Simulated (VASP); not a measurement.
Wanted: the native input for a VASP 6.6.1 run.

```yaml
Task: single point
Functional: revPBE
Potentials_or_basis: VASP PAW PBE potentials, release 64 (Se)
Cutoff: 520 eV
k_mesh: 11 × 11 × 5
Occupations: fermi-dirac, width 0.1 eV
Spin: no spin polarisation
Dipole_correction: no
Further_INCAR_settings: ALGO = Normal; EDIFF = 1e-06; NBANDS = 20
```

The structure of Se lies in POSCAR:

```
Se
1.0
    3.9987518174      0.0000000000      0.0000000000
   -1.9993759087      3.4630206573      0.0000000000
    0.0000000000      0.0000000000      7.5367314310
Se
4
Direct
    0.0000000000      0.0000000000      1.0000000000
    1.0000000000      1.0000000000      0.5000000000
    0.3333333333      0.6666666667      0.2500000000
    0.6666666667      0.3333333333      0.7500000000
```

This cell differs from its parent crystal: volume scaled by 1.12.

The input as run:

INCAR

```
SYSTEM = Se
PREC = Accurate
ENCUT = 520
EDIFF = 1E-6
ISMEAR = -1
SIGMA = 0.1
LREAL = .False.
LASPH = .True.
NELM = 60
ALGO = Normal
ISIF = 2
LWAVE = .False.
LCHARG = .False.
GGA = RE
NBANDS = 20
```

KPOINTS

```
Automatic mesh
0
Gamma
  11 11 5
  0 0 0
```

Potentials or basis: VASP PAW PBE potentials, release 64 (Se).

Run with:

```bash
$ cat potpaw_PBE.64/Se/POTCAR > POTCAR
$ mpirun -np 1 vasp_std > vasp.out
```

Results of the run:

```
Pressure               : -5.4 GPa
Band gap on the k mesh : zero (band 12 reaches 3.51 eV, above the bottom of band 13 at 2.09 eV)
```

Caveat: the PAW data sets were made with another functional, which shifts forces and pressure a little.

Wall time 72 s on 1 thread of Intel(R) Xeon(R) Platinum 8488C (Sapphire Rapids), on a shared host, peak memory 0.24 GiB.
